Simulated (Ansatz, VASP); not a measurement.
One calculation of Al12H, two programs

Contents of INCAR:

```
PREC     = Accurate       # precision mode
ENCUT    = 520            # plane-wave cutoff, eV
EDIFF    = 1E-7           # SCF threshold, eV
ISMEAR   = 0              # smearing method
SIGMA    = 0.1            # smearing width, eV
LREAL    = F              # projectors in reciprocal space
LASPH    = T              # aspherical terms in the spheres
NELM     = 80             # most SCF steps
ALGO     = Normal         # electronic algorithm
ISIF     = 2              # what is computed and relaxed
LWAVE    = F              # write WAVECAR
LCHARG   = F              # write CHGCAR
LDIPOL   = T            
IDIPOL   = 3            
DIPOL    = 0.5 0.5 0.307
GGA      = PE             # functional
IVDW     = 12             # dispersion correction
NBANDS   = 30             # bands
```

Contents of KPOINTS:

```
Automatic mesh
0
Gamma
  6 6 1
```

File POSCAR:

```
Al12H
1.0
    5.6314608543      0.0000000000      0.0000000000
   -2.8157304272      4.8769881603      0.0000000000
    0.0000000000      0.0000000000     21.6684292099
Al H
12 1
Direct
    0.3333333333      0.1666666667      0.1846003677
    0.3333333333      0.6666666667      0.1846003677
    0.8333333333      0.1666666667      0.1846003677
    0.8333333333      0.6666666667      0.1846003677
    0.1666666667      0.3333333333      0.2900502825
    0.1666666667      0.8333333333      0.2900502825
    0.6666666667      0.3333333333      0.2900502825
    0.6666666667      0.8333333333      0.2900502825
    0.0000000000      0.0000000000      0.3954337957
    0.0000000000      0.5000000000      0.3954337957
    0.5000000000      0.0000000000      0.3954337957
    0.5000000000      0.5000000000      0.3954337957
    0.2500000000      0.1666666667      0.5108090255
```

Input for Ansatz:

```yaml
crystal:
  lattice:
    - [5.6314608543, 0.0, 0.0]
    - [-2.8157304272, 4.8769881603, 0.0]
    - [0.0, 0.0, 21.6684292099]
  atoms:
    - { symbol: Al, position: [0.3333333333, 0.1666666667, 0.1846003677] }
    - { symbol: Al, position: [0.3333333333, 0.6666666667, 0.1846003677] }
    - { symbol: Al, position: [0.8333333333, 0.1666666667, 0.1846003677] }
    - { symbol: Al, position: [0.8333333333, 0.6666666667, 0.1846003677] }
    - { symbol: Al, position: [0.1666666667, 0.3333333333, 0.2900502825] }
    - { symbol: Al, position: [0.1666666667, 0.8333333333, 0.2900502825] }
    - { symbol: Al, position: [0.6666666667, 0.3333333333, 0.2900502825] }
    - { symbol: Al, position: [0.6666666667, 0.8333333333, 0.2900502825] }
    - { symbol: Al, position: [0.0, 0.0, 0.3954337957] }
    - { symbol: Al, position: [0.0, 0.5, 0.3954337957] }
    - { symbol: Al, position: [0.5, 0.0, 0.3954337957] }
    - { symbol: Al, position: [0.5, 0.5, 0.3954337957] }
    - { symbol: H, position: [0.25, 0.1666666667, 0.5108090255] }
basis:
  ecutwfc: 420
kpoints:
  mp_grid: { grid: [6, 6, 1] }
hamiltonian:
  xc: pbe
  pseudopotentials: { kind: paw, azcp: { folder: soft_1 } }
  dispersion: d3bj
scf:
  occupations: { method: gaussian, width: 0.1 }
output:
  forces: true
  eigenvalues: true
efield:
  axis: 3
  dipole_correction: true
  ramp_width: 0.04
```

Alike in both runs: task single point; functional PBE; dispersion D3(BJ); k mesh 6 × 6 × 1; occupations gaussian, width 0.1 eV; no spin polarisation.

```csv
,VASP,Ansatz
version,VASP 6.6.1,Ansatz 0.2.0
potentials or method,"VASP PAW PBE potentials, release 64 (Al, H), cutoff 520 eV","scalar-relativistic, plane waves, PAW"
valence electrons in the cell,37,37
```

```csv
,VASP,Ansatz,Ansatz less VASP
gap on the k mesh at the Fermi level (eV),none,none,-
rms of the force components (eV/Å),0.274,0.274,+0.0001
```

Atom by atom the forces differ by 0.000 eV/Å (rms over components). A gap of «none» marks a metal or a gap that the smearing closes.
